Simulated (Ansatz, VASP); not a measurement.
# One calculation of Si2W, two programs

Contents of INCAR:

```
SYSTEM = Si2W
PREC     = Accurate       ! precision mode
ENCUT    = 600            ! plane-wave cutoff, eV
EDIFF    = 1E-6           ! SCF threshold, eV
ISMEAR   = 0              ! smearing method
SIGMA    = 0.1            ! smearing width, eV
LREAL    = .False.        ! projectors in reciprocal space
LASPH    = .True.         ! aspherical terms in the spheres
NELM     = 80             ! most SCF steps
ALGO     = Normal         ! electronic algorithm
ISIF     = 3              ! what is computed and relaxed
LWAVE    = .False.        ! write WAVECAR
LCHARG   = .False.        ! write CHGCAR
GGA      = PE             ! functional
IVDW     = 12             ! dispersion correction
IBRION   = 2              ! ionic algorithm
NSW      = 70             ! ionic steps
EDIFFG   = -0.005         ! ionic threshold
LUSENCCL = .False.
```

The input KPOINTS:

```
regular mesh
0
Gamma
  18 18 18
  0 0 0
```

POSCAR

```
Si2W
1.0
   -1.6145299055      1.6145299055      3.9335489453
    1.6145299055     -1.6145299055      3.9335489453
    1.6145299055      1.6145299055     -3.9335489453
Si W
2 1
Direct
    0.3345578117      0.3345578117      0.0000000000
    0.6654421883      0.6654421883      0.0000000000
    0.0000000000      0.0000000000      0.0000000000
```

Input for Ansatz:

```yaml
crystal:
  lattice:
    - [-1.6145299054, 1.6145299054, 3.9335489408]
    - [1.6145299054, -1.6145299054, 3.9335489408]
    - [1.6145299054, 1.6145299054, -3.9335489408]
  atoms:
    - { symbol: Si, position: [0.3345578121, 0.3345578121, 0.0] }
    - { symbol: Si, position: [0.6654421879, 0.6654421879, 0.0] }
    - { symbol: W, position: [0.0, 0.0, 0.0] }
basis:
  ecutwfc: 420
kpoints:
  mp_grid: { grid: [18, 18, 18] }
hamiltonian:
  xc: pbe
  dispersion: d3bj
scf:
  occupations: { method: gaussian, width: 0.1 }
output:
  forces: true
  stress: true
  eigenvalues: true
relax:
  adjacent_minimum: "off"
  f_tol: 0.005
  max_steps: 50
  cell: { stress_tol: 0.05 }
```

Alike in both runs: task relaxation of cell and atoms; functional PBE; dispersion D3(BJ); k mesh 18 × 18 × 18; occupations gaussian, width 0.1 eV; no spin polarisation.

```csv
,VASP,Ansatz
version,VASP 6.6.1,Ansatz 0.2.0
potentials or method,"VASP PAW PBE potentials, release 64 (Si, W_sv), cutoff 600 eV","scalar-relativistic, plane waves, PAW"
valence electrons in the cell,22,22
```

|  | VASP | Ansatz | Ansatz less VASP |
| --- | --- | --- | --- |
| gap on the k mesh at the Fermi level, each at its own relaxed structure (eV) | none | none | - |
| relaxed volume (Å³/atom) | 13.26 | 13.25 | -0.011 |
| relaxed length of the cell vector where the two differ most in proportion (Å) | 4.506 | 4.506 | -0.0008 |

A gap of «none» marks a metal or a gap that the smearing closes.

Neither program's run includes spin-orbit coupling.
